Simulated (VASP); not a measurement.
Wanted: the native input for a VASP 6.6.1 run.

```
Task                   : relaxation of cell and atoms
Functional             : PBE
Potentials or basis    : VASP PAW PBE potentials, release 64 (Re_sv_GW)
Cutoff                 : 560 eV
k mesh                 : 10 × 10 × 10
Occupations            : fermi-dirac, width 0.05 eV
Spin                   : no spin polarisation
Dipole correction      : no
Further INCAR settings : ALGO = Normal; EDIFF = 1e-07; IBRION = 2; EDIFFG = -0.03; NSW = 80; ISIF = 3
```

The structure of Re lies in POSCAR:

```
Re
1.0
    2.5300000000      0.0000000000      0.0000000000
    0.0000000000      2.5300000000      0.0000000000
    0.0000000000      0.0000000000      2.5300000000
Re
1
Direct
    0.0000000000      0.0000000000      0.0000000000
```

This isn't the form of Re at room conditions, which is hcp.

One way to write it, as run:

INCAR

```
PREC = Accurate
ENCUT = 560
EDIFF = 1E-7
ISMEAR = -1
SIGMA = 0.05
LREAL = False
LASPH = True
NELM = 120
ALGO = Normal
ISIF = 3
LWAVE = False
LCHARG = False
GGA = PE
IBRION = 2
NSW = 80
EDIFFG = -0.03
GGA_COMPAT = False
NELMIN = 4
```

KPOINTS

```
Automatic mesh
0
Gamma
  10 10 10
```

Potentials or basis: VASP PAW PBE potentials, release 64 (Re_sv_GW).

Run with:

```sh
$ cat potpaw_PBE.64/Re_sv_GW/POTCAR > POTCAR
$ mpirun -np 1 vasp_std > vasp.out
```

Results of the run:

```
Relaxed volume                        : 17.03 Å³/atom
Relaxed cell                          : a = 2.573 Å, b = 2.573 Å, c = 2.573 Å, α = 90.00°, β = 90.00°, γ = 90.00°
Space group after relaxing (to 0.1 Å) : Pm-3m (No. 221)
Energy gained by relaxing             : 37.9 meV/atom
Ionic steps                           : 4
Pressure after relaxing               : -0.1 GPa
Band gap on the k mesh                : zero (an odd number of electrons rules out a gap without spin polarisation)
```

Caveat: spin-orbit coupling is left out, which moves the levels of the heavy elements.

Run time: 40 s on 1 thread of Intel(R) Xeon(R) 6975P-C (Granite Rapids), with other jobs on the host, peak memory 0.14 GiB.
